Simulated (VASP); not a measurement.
# Hf (P6_3/mmc) in VASP: further runs, part 2 of 2

VASP 6.6.1.

**3. Single point, r2SCAN**

This run uses another cell than the first one, of 22.35 Å³/atom, 1.004 times its volume.

The input, POSCAR:

```
Hf
1.0
    3.1987361134      0.0000000029      0.0000000000
   -1.5993680592      2.7701867327      0.0000000000
    0.0000000000      0.0000000000      5.0443203339
Hf
2
Direct
    0.3333333333      0.6666666667      0.2500000000
    0.6666666667      0.3333333333      0.7500000000
```

The input, INCAR.step1:

```
ALGO = Normal
EDIFF = 1E-4
ENCUT = 520
GGA = PE
ISMEAR = 0
LASPH = T
LCHARG = F
LREAL = F
LWAVE = T
NBANDS = 17
NELM = 100
PREC = Accurate
SIGMA = 0.1
```

The input, INCAR.step2:

```
ALGO = Normal
EDIFF = 1E-7
ENCUT = 520
ISIF = 2
ISMEAR = 0
ISTART = 1
LASPH = T
LCHARG = T
LELF = T
LMIXTAU = T
LREAL = F
LVHAR = T
LWAVE = F
METAGGA = R2SCAN
NBANDS = 17
NELM = 100
PREC = Accurate
SIGMA = 0.1
```

The input, KPOINTS:

```
k-points
0
Gamma
  18 18 8
```

Potentials or basis: VASP PAW PBE potentials, release 64 (Hf_pv).

Command:

```
$ cat potpaw_PBE.64/Hf_pv/POTCAR > POTCAR
$ cp INCAR.step1 INCAR
$ mpirun -np 1 vasp_std > vasp.out
$ cp INCAR.step2 INCAR
$ mpirun -np 1 vasp_std > vasp.out
```

OUTCAR:

```text
EDIFF = 1E-7
   ENCUT = 520
   ISIF = 2
   ISMEAR = 0
   ISTART = 1
   LASPH = T
   LREAL = F
   METAGGA = R2SCAN
   NELM = 100
   PREC = Accurate

 ion  position               nearest neighbor table
   1  0.333  0.667  0.250-   2 3.13   2 3.13   2 3.13   2 3.13   2 3.13   2 3.13
   2  0.667  0.333  0.750-   1 3.13   1 3.13   1 3.13   1 3.13   1 3.13   1 3.13

  LATTYP: Found a hexagonal cell.
 ALAT       =     3.1987361134
 C/A-ratio  =     1.5769729528

  Lattice vectors:

 A1 = (   3.1987361134,   0.0000000029,   0.0000000000)
 A2 = (  -1.5993680592,   2.7701867327,   0.0000000000)
 A3 = (   0.0000000000,   0.0000000000,   5.0443203339)

Analysis of symmetry for initial positions (statically):
=====================================================================
 Subroutine PRICEL returns:
 Original cell was already a primitive cell.

 Routine SETGRP: Setting up the symmetry group for a
 hexagonal supercell.

 Subroutine GETGRP returns: Found 24 space group operations
 (whereof 12 operations were pure point group operations)
 out of a pool of 24 trial point group operations.

The static configuration has the point symmetry D_3d.
 The point group associated with its full space group is D_6h.

Analysis of symmetry for dynamics (positions and initial velocities):
=====================================================================
 Subroutine PRICEL returns:
 Original cell was already a primitive cell.

 Routine SETGRP: Setting up the symmetry group for a
 hexagonal supercell.

 Subroutine GETGRP returns: Found 24 space group operations
 (whereof 12 operations were pure point group operations)
 out of a pool of 24 trial point group operations.

The dynamic configuration has the point symmetry D_3d.
 The point group associated with its full space group is D_6h.

 Subroutine INISYM returns: Found 24 space group operations
 (whereof 12 operations are pure point group operations),
 and found     1 'primitive' translations

----------------------------------------------------------------------------------------

                                     Primitive cell

  volume of cell :      44.6982

  direct lattice vectors                    reciprocal lattice vectors
     3.198736113  0.000000003  0.000000000     0.312623475  0.180493248  0.000000000
    -1.599368059  2.770186733  0.000000000    -0.000000000  0.360986495  0.000000000
     0.000000000  0.000000000  5.044320334     0.000000000  0.000000000  0.198242763

  length of vectors
     3.198736113  3.198736113  5.044320334     0.360986495  0.360986495  0.198242763

  position of ions in fractional coordinates (direct lattice)
     0.333333333  0.666666667  0.250000000
     0.666666667  0.333333333  0.750000000

  ion indices of the primitive-cell ions
   primitive index   ion index
                 1           1
                 2           2

----------------------------------------------------------------------------------------

 KPOINTS: k-points

Automatic generation of k-mesh.
 Grid dimensions read from file:
 generate k-points for:   18   18    8

 Generating k-lattice:

  Cartesian coordinates                     Fractional coordinates (reciprocal lattice)
     0.017367971  0.010027403  0.000000000     0.055555556  0.000000000  0.000000000
    -0.000000000  0.020054805  0.000000000     0.000000000  0.055555556  0.000000000
     0.000000000  0.000000000  0.024780345     0.000000000  0.000000000  0.125000000

  Length of vectors
     0.020054805  0.020054805  0.024780345

  Shift w.r.t. Gamma in fractional coordinates (k-lattice)
     0.000000000  0.000000000  0.000000000

 Subroutine IBZKPT returns following result:
 ===========================================

 Found    185 irreducible k-points:

 Following reciprocal coordinates:
            Coordinates               Weight
  0.000000  0.000000  0.000000      1.000000
  0.055556  0.000000  0.000000      6.000000
  0.111111  0.000000  0.000000      6.000000
  0.166667  0.000000  0.000000      6.000000
  0.222222  0.000000  0.000000      6.000000
  0.277778  0.000000  0.000000      6.000000
[... 16 lines left out ...]
  0.333333  0.111111  0.000000     12.000000
  0.388889  0.111111  0.000000     12.000000
 [... further k-points ...]
   k-points           NKPTS =    185   k-points in BZ     NKDIM =    185   number of bands    NBANDS=     17
   number of dos      NEDOS =    301   number of ions     NIONS =      2
   total plane-waves  NPLWV =  23040
   dimension x,y,z NGX =    24 NGY =   24 NGZ =   40
   dimension x,y,z NGXF=    48 NGYF=   48 NGZF=   80
   ions per type =               2
   NGX,Y,Z   is equivalent  to a cutoff of  12.47, 12.47, 13.18 a.u.
   NGXF,Y,Z  is equivalent  to a cutoff of  24.95, 24.95, 26.37 a.u.
 SYSTEM =  unknown system
   PREC   = accura    normal or accurate (medium, high low for compatibility)
   ISTART =      1    job   : 0-new  1-cont  2-samecut
   ICHARG =      0    charge: 1-file 2-atom 10-const
   ISPIN  =      1    spin polarized calculation?
   LNONCOLLINEAR =      F non collinear calculations
   LSORBIT =      F    spin-orbit coupling
   LASPH  =      T    aspherical Exc in radial PAW
   ENCUT  =  520.0 eV  38.22 Ry    6.18 a.u.   5.95  5.95  9.38*2*pi/ulx,y,z
   NELM   =    100;   NELMIN=  2; NELMDL=  0     # of ELM steps
   EDIFF  = 0.1E-06   stopping-criterion for ELM
   LREAL  =      F    real-space projection
   EDIFFG = 0.1E-05   stopping-criterion for IOM
   NSW    =      0    number of steps for IOM
   IBRION =     -1    ionic relax: 0-MD 1-quasi-New 2-CG
   NFREE  =      0    steps in history (QN), initial steepest desc. (CG)
   ISIF   =      2    stress and relaxation
   ISYM   =      2    0-nonsym 1-usesym 2-fastsym
   POTIM  = 0.5000    time-step for ionic-motion
   TEBEG  =    0.0;   TEEND  =   0.0 temperature during run
   PSTRESS=    0.0 pullay stress
   NELECT =      20.0000    total number of electrons
   NUPDOWN=      -1.0000    fix difference up-down
   EMIN   =  10.00;   EMAX   =-10.00  energy-range for DOS
   EFERMI =   0.00;   METHOD = LEGACY
   ISMEAR =     0;   SIGMA  =   0.10  broadening in eV -4-tet -1-fermi 0-gaus
   EFERMI_NEDOS =   21; number of points for ismear=-14 and -15
   IALGO  =     38    algorithm
   IMIX   =      4    mixing-type and parameters
     AMIX     =   0.40;   BMIX     =  1.00
     AMIX_MAG =   1.60;   BMIX_MAG =  1.00
  volume/ion in A,a.u.               =      22.35       150.82
  Fermi-wavevector in a.u.,A,eV,Ry     =   1.252145  2.366212 21.332143  1.567868
  Thomas-Fermi vector in A             =   2.386060
   LORBIT       =      0    0 simple, 1 ext, 2 COOP (PROOUT), +10 PAW based schemes
   METAGGA = R2SCAN    functional components
   LHFCALC =     F    Hartree Fock is set to
   AEXX    =    0.0000 exact exchange contribution
   IVDW    =     0    specifies the selected vdW correction
   LEPSILON=     F    determine dielectric tensor
   LRPA    =     F    only Hartree local field effects (RPA)
 non-spin polarized calculation
 Gauss-broadening in eV      SIGMA  =   0.10
  energy-cutoff  :      520.00
  volume of cell :       44.70
 maximum number of plane-waves:      1236
 NGX is ok and might be reduce to    24
   NGX = 11   NGY = 11   NGZ = 19

 number of electron      20.0000003 magnetization

 Free energy of the ion-electron system (eV)
  ---------------------------------------------------
  ext. energy  EPLUGINS =         0.00000000
  ---------------------------------------------------
  free energy    TOTEN  =       -90.30628488 eV

  energy without entropy =      -90.29987752  energy(sigma->0) =      -90.30308120

 E-fermi :   4.8378     XC(G=0): -12.1586

 val. band max:        4.8170474520   @ k =   0.1111   0.1111   0.3750
 cond. band min:       4.8410454171   @ k =   0.1111   0.0000   0.0000
 fundamental gap:      0.0239979651
 Fermi energy:         4.8377540992

 k-point     1 :       0.0000    0.0000    0.0000
  band No.  band energies     occupation
      1     -27.4141      2.00000
      2     -26.6418      2.00000
      3     -26.6418      2.00000
      4     -26.5115      2.00000
      5     -26.5104      2.00000
      6     -26.5104      2.00000
[... 9 lines left out ...]
     16       7.7425      0.00000
     17      10.4972      0.00000
[... 441 lines left out ...]
 k-point    24 :       0.3889    0.1111    0.0000
  band No.  band energies     occupation
      1     -27.1923      2.00000
      2     -27.0447      2.00000
      3     -27.0333      2.00000
      4     -26.8510      2.00000
      5     -26.7390      2.00000
      6     -26.6419      2.00000
[... 9 lines left out ...]
     16      11.4347      0.00000
     17      11.8789      0.00000

 [... further k-points ...]

------------------------ aborting loop because EDIFF is reached ----------------------------------------

  FORCE on cell =-STRESS in cart. coord.  units (eV):
  Direction    XX          YY          ZZ          XY          YZ          ZX
  --------------------------------------------------------------------------------------
  -------------------------------------------------------------------------------------
  Total       -0.1452910     -0.1452910     -0.1976671     -0.0000000      0.0000000      0.0000000
  in kB       -5.2078596     -5.2078596     -7.0852451     -0.0000000      0.0000000      0.0000000
  external PRESSURE =      -5.8336548 kB  Pullay stress =       0.0000000 kB

 VOLUME and BASIS-vectors are now :
 -----------------------------------------------------------------------------
  energy-cutoff  :      520.00
  volume of cell :       44.70
      direct lattice vectors                 reciprocal lattice vectors
     3.198736113  0.000000003  0.000000000     0.312623475  0.180493248  0.000000000
    -1.599368059  2.770186733  0.000000000    -0.000000000  0.360986495  0.000000000
     0.000000000  0.000000000  5.044320334     0.000000000  0.000000000  0.198242763

 POSITION                                       TOTAL-FORCE (eV/Angst)
 -----------------------------------------------------------------------------------
     -0.00000      1.84679      1.26108         0.000000      0.000000      0.000000
      1.59937      0.92340      3.78324        -0.000000     -0.000000      0.000000
 -----------------------------------------------------------------------------------
    total drift:                               -0.000000      0.000000     -0.000000

  FREE ENERGIE OF THE ION-ELECTRON SYSTEM (eV)
  ---------------------------------------------------
  free  energy   TOTEN  =       -90.3062848845 eV

  energy  without entropy=      -90.2998775192  energy(sigma->0) =      -90.30308120
```

OUTCAR.step1:

```text
EDIFF = 1E-4
   ENCUT = 520
   GGA = PE
   ISMEAR = 0
   LASPH = T
[... 704 lines left out ...]
 -----------------------------------------------------------------------------------
     -0.00000      1.84679      1.26108        -0.000000      0.000000      0.000000
      1.59937      0.92340      3.78324         0.000000     -0.000000      0.000000
 -----------------------------------------------------------------------------------
    total drift:                               -0.000000      0.000000     -0.000000

  FREE ENERGIE OF THE ION-ELECTRON SYSTEM (eV)
  ---------------------------------------------------
  free  energy   TOTEN  =       -19.8538957127 eV

  energy  without entropy=      -19.8469983720  energy(sigma->0) =      -19.85044704
```

It took 4.6 min on 1 thread of Intel Xeon Platinum 8375C at 2.90GHz (Ice Lake), shared host; peak memory 0.25 GiB.

What came out:

```yaml
Free_energy: -90.3063 eV
Pressure: -0.6 GPa
Band_gap_on_the_k_mesh: zero (band 10 reaches 6.16 eV, above the bottom of band 11 at 4.35 eV)
```

Caveat: the PAW data sets were made with another functional, which shifts forces and pressure a little; spin-orbit coupling is left out, which moves the levels of the heavy elements.
